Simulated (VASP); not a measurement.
Wanted: the native input for a VASP 6.6.1 run.

| Property | Result |
| --- | --- |
| Task | relaxation of cell and atoms |
| Functional | PBE |
| Potentials or basis | VASP PAW PBE potentials, release 64 (Ca_sv, Zr_sv, N) |
| Cutoff | 600 eV |
| k mesh | 3 × 3 × 6 |
| Occupations | gaussian, width 0.1 eV |
| Spin | no spin polarisation |
| Dipole correction | no |
| Further INCAR settings | ALGO = Normal; EDIFF = 1e-06; IBRION = 2; EDIFFG = -0.04; NSW = 90; ISIF = 3 |

The structure of CaZr2N3 lies in POSCAR:

```
CaZr2N3
1.0
    5.7741670930      0.0000000000      0.0000000000
   -2.8870835465      5.0005753882      0.0000000000
    0.0000000000      0.0000000000      2.9778472354
Ca Zr N
1 2 3
Direct
    0.0000000000      0.0000000000      0.0000000000
    0.3333333333      0.6666666667      0.0000000000
    0.6666666667      0.3333333333      0.0000000000
    0.5000000000      0.0000000000      0.5000000000
    0.5000000000      0.5000000000      0.5000000000
    0.0000000000      0.5000000000      0.5000000000
```

The cell was generated, and may not be a known phase.

These files were run (other wordings do the same):

INCAR

```
  PREC = Accurate
  ENCUT = 600
  EDIFF = 1E-6
  ISMEAR = 0
  SIGMA = 0.1
  LREAL = False
  LASPH = True
  NELM = 80
  ALGO = Normal
  ISIF = 3
  LWAVE = False
  LCHARG = False
  GGA = PE
  IBRION = 2
  NSW = 90
  EDIFFG = -0.04
```

KPOINTS

```
Automatic mesh
0
Gamma
  3 3 6
```

Potentials or basis: VASP PAW PBE potentials, release 64 (Ca_sv, Zr_sv, N).

Run with:

```sh
$ cat potpaw_PBE.64/Ca_sv/POTCAR potpaw_PBE.64/Zr_sv/POTCAR potpaw_PBE.64/N/POTCAR > POTCAR
$ mpirun -np 1 vasp_std > vasp.out
```

It gave:

```json
{
 "Relaxed volume": "14.31 Å³/atom",
 "Relaxed cell": "a = 5.781 Å, b = 5.781 Å, c = 2.967 Å, α = 90.00°, β = 90.00°, γ = 120.00°",
 "Space group after relaxing (to 0.1 Å)": "P6/mmm (No. 191)",
 "Energy gained by relaxing": "0.4 meV/atom",
 "Ionic steps": "3",
 "Pressure after relaxing": "0.2 GPa",
 "Band gap on the k mesh": "zero (an odd number of electrons rules out a gap without spin polarisation)"
}
```

Caveat: the k points lie up to 0.42 Å⁻¹ apart in the final cell, too coarse for converged energies and pressures of a metal; an odd number of electrons without spin polarisation forces a metal; a magnetic or distorted state may lie lower.

Run time: 2.5 min on 1 thread of Intel Xeon 8259CL (shared host), peak memory 0.26 GiB.
